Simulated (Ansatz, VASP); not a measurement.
Si3N4 in VASP and in Ansatz

```xyz
7
Lattice="4.0750 0.0000 0.0000 0.0000 4.0750 0.0000 0.0000 0.0000 4.0750" Properties=species:S:1:pos:R:3 pbc="T T T"
Si    0.0000    0.0000    2.0375
Si    2.0375    0.0000    0.0000
Si    0.0000    2.0375    0.0000
N     0.9760    0.9760    3.0989
N     3.0989    3.0989    3.0989
N     0.9760    3.0989    0.9760
N     3.0989    0.9760    0.9760
```

Alike in both runs: task single point; functional PBE; k mesh 7 × 7 × 7; occupations fermi-dirac, width 0.05 eV; no spin polarisation.

```csv
,VASP,Ansatz
version,VASP 6.6.1,Ansatz 0.2.0
potentials or method,"VASP PAW PBE potentials, release 64 (Si, N)",Ansatz PAW
plane-wave cutoff (eV),520,420
valence electrons in the cell,32,32
```

VASP gave:

| Quantity | Value |
| --- | --- |
| gap on the k mesh at the Fermi level (eV) | 2.79 |
| least direct gap on the mesh (eV) | 2.97 |
| pressure (GPa) | 10.4 |
| rms of the force components (eV/Å) | 0.156 |

What did Ansatz give for the same quantities?

gap on the k mesh at the Fermi level (eV): 2.80; least direct gap on the mesh (eV): 2.99; pressure (GPa): 10.6; rms of the force components (eV/Å): 0.164.

Atom by atom the forces differ by 0.008 eV/Å (rms over components).

Noted on Ansatz's run: odd divisions of the mesh miss points on the zone boundary, where band edges often lie, so the gap on the mesh can be too wide.
